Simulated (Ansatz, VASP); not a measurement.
# Ba2SO: VASP beside Ansatz

The input INCAR:

```
PREC     = Accurate       # precision mode
ENCUT    = 520            # plane-wave cutoff, eV
EDIFF    = 1E-7           # SCF threshold, eV
ISMEAR   = 0              # smearing method
SIGMA    = 0.01           # smearing width, eV
LREAL    = F              # projectors in reciprocal space
LASPH    = T              # aspherical terms in the spheres
NELM     = 100            # most SCF steps
ALGO     = Normal         # electronic algorithm
ISIF     = 2              # what is computed and relaxed
LWAVE    = F              # write WAVECAR
LCHARG   = F              # write CHGCAR
GGA      = PE             # functional
NBANDS   = 24             # bands
```

The input KPOINTS:

```
Automatic mesh
0
Gamma
  6 6 4
```

Contents of POSCAR:

```
Ba2SO
1.0
    4.3462239337      0.0000000000      0.0000000000
    0.0000000000      4.3462239337      0.0000000000
    0.0000000000      0.0000000000      6.1524615457
O Ba S
1 2 1
Direct
    0.0000000000      0.0000000000      0.0000000000
    0.0000000000      0.0000000000      0.5000000000
    0.5000000000      0.5000000000      0.0000000000
    0.5000000000      0.5000000000      0.5000000000
```

Input for Ansatz:

```yaml
crystal:
  lattice:
    - [4.3462239337, 0.0, 0.0]
    - [0.0, 4.3462239337, 0.0]
    - [0.0, 0.0, 6.1524615457]
  atoms:
    - { symbol: O, position: [0.0, 0.0, 0.0] }
    - { symbol: Ba, position: [0.0, 0.0, 0.5] }
    - { symbol: S, position: [0.5, 0.5, 0.5] }
    - { symbol: Ba, position: [0.5, 0.5, 0.0] }
kpoints:
  mp_grid: { grid: [6, 6, 4] }
hamiltonian:
  xc: pbe
scf:
  occupations: { method: fixed }
  n_extra_bands: 5
output:
  forces: true
  stress: true
  eigenvalues: true
```

Alike in both runs: task single point; functional PBE; k mesh 6 × 6 × 4; no spin polarisation.

```csv
,VASP,Ansatz
version,VASP 6.6.1,Ansatz 0.2.0
potentials or method,"VASP PAW PBE potentials, release 64 (O, Ba_sv, S)","plane waves, PAW"
plane-wave cutoff (eV),520,420
occupations,"gaussian, width 0.01 eV",fixed
valence electrons in the cell,32,32
```

|  | VASP | Ansatz | Ansatz less VASP |
| --- | --- | --- | --- |
| gap on the k mesh at the Fermi level (eV) | 1.60 | 1.67 | +0.069 |
| pressure (GPa) | -0.6 | -1.4 | -0.70 |

Spin-orbit coupling is off throughout.
